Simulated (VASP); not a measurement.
Runs of VASP 6.6.1 on Ta. The structure is that of space group Im-3m (No. 229), or close to it. The cells are those of the table. 

| task | spin | cell | cutoff (eV) | smearing | gap on the mesh (eV) | pressure (GPa) | moment (μB) | relaxed volume (Å³/atom) |
| --- | --- | --- | --- | --- | --- | --- | --- | --- |
| single point | off | a = 2.869 Å, angles 109.5°, 1 atom | 520 | tetrahedron | none | 0.6 | - | - |
| relaxation of cell and atoms | off | relaxed from a = 2.848 Å, angles 109.5°, 1 atom | 550 | gaussian 0.1541 eV | none | 0.0 | - | (b) |
| single point | off | a = 2.851 Å, angles 109.5°, 1 atom | 520 | gaussian 0.15 eV | none | 0.7 | - | - |
| relaxation of cell and atoms | off | relaxed from a = 2.848 Å, angles 109.5°, 1 atom | 600 | tetrahedron | none | 0.0 | - | 18.24 |
| relaxation of cell and atoms | non-collinear, zero start, SOC | relaxed from a = 2.848 Å, angles 109.5°, 1 atom | 550 | gaussian 0.1541 eV | - | 0.0 | 0.00 | (a) |
| single point | off | a = 2.851 Å, angles 109.5°, 1 atom | 550 | gaussian 0.1541 eV | none | 0.6 | - | - |
| single point | non-collinear, zero start, SOC | a = 2.851 Å, angles 109.5°, 1 atom | 550 | gaussian 0.1541 eV | - | 0.4 | 0.00 | - |

Alike in all rows: level r2SCAN; potentials or basis VASP PAW PBE potentials, release 64 (Ta_pv); k mesh 8 × 8 × 8.

Question: Fill in the values left out.

Answer: (a) 17.88; (b) 17.90.

Caveats: the PAW data sets were made with another functional, which shifts forces and pressure a little; spin-orbit coupling is left out, which moves the levels of the heavy elements (some runs).

A k mesh can miss the band edges, and rows without SOC leave out spin-orbit coupling on Ta.

A gap of «none» marks levels without a gap at the run's occupations.
